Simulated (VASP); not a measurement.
PtSe2 (Sudovikovite), 3 atoms in the cell. It takes space group P-3m1 (No. 164, trigonal). The conventional cell has a = 3.724 Å, b = 3.724 Å, c = 5.062 Å, α = 90.00°, β = 90.00°, γ = 120.00°. Within 3.3 Å of Pt (site symmetry -3m) lie 6 Se at 2.49 Å. Within 3.3 Å of Se (site symmetry 3m) lie 3 Pt at 2.49 Å. 

- Program: VASP 6.6.1
- Task: single point
- Functional: PBEsol
- Potentials or basis: VASP PAW PBE potentials, release 64 (Pt, Se)
- Cutoff: 520 eV
- k mesh: 8 × 8 × 5
- Occupations: fermi-dirac, width 0.05 eV
- Spin: no spin polarisation
- Dipole correction: no
- Further INCAR settings: ALGO = Normal; EDIFF = 1e-06; NBANDS = 18

Potentials or basis: VASP PAW PBE potentials, release 64 (Pt, Se).

The run is started by

```bash
$ cat potpaw_PBE.64/Pt/POTCAR potpaw_PBE.64/Se/POTCAR > POTCAR
$ mpirun -np 1 vasp_std > vasp.out
```

Hardware: 1 thread of Intel(R) Xeon(R) 6975P-C (Granite Rapids), on a shared host.

Estimate the wall time of this run.

Wall time 16 s on 1 thread of Intel(R) Xeon(R) 6975P-C (Granite Rapids), on a shared host, peak memory 0.2 GiB. Counts: scf iterations 12, k points 40.
